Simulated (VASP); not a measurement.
Runs of VASP 6.6.1 on Ta. The structure is that of space group P6_3/mmc (No. 194), or close to it. The cells are those of the table. 

```csv
cell,gap on the mesh (eV),pressure (GPa)
"a = 2.900, b = 2.900, c = 5.166 Å, angles 90.0, 90.0, 120.0°, 2 atoms",none,(a)
"a = 2.861, b = 2.861, c = 5.096 Å, angles 90.0, 90.0, 120.0°, 2 atoms",none,(b)
"a = 2.939, b = 2.939, c = 5.234 Å, angles 90.0, 90.0, 120.0°, 2 atoms",none,-17.4
"a = 2.821, b = 2.821, c = 5.025 Å, angles 90.0, 90.0, 120.0°, 2 atoms",none,5.6
"a = 2.976, b = 2.976, c = 5.301 Å, angles 90.0, 90.0, 120.0°, 2 atoms",none,-22.3
```

Alike in all rows: task single point; level LDA; potentials or basis VASP PAW LDA potentials, release 64 (Ta_pv); no spin polarisation; k mesh 11 × 11 × 6; cutoff (eV) 520; smearing methfessel-paxton 0.1 eV.

**Question.** Estimate the missing entries.

**Answer.** (a) -11.2; (b) -3.6.

Caveats: spin-orbit coupling is left out, which moves the levels of the heavy elements.

A k mesh can miss the band edges, and the runs leave out spin-orbit coupling on Ta.

A gap of «none» marks levels without a gap at the run's occupations.
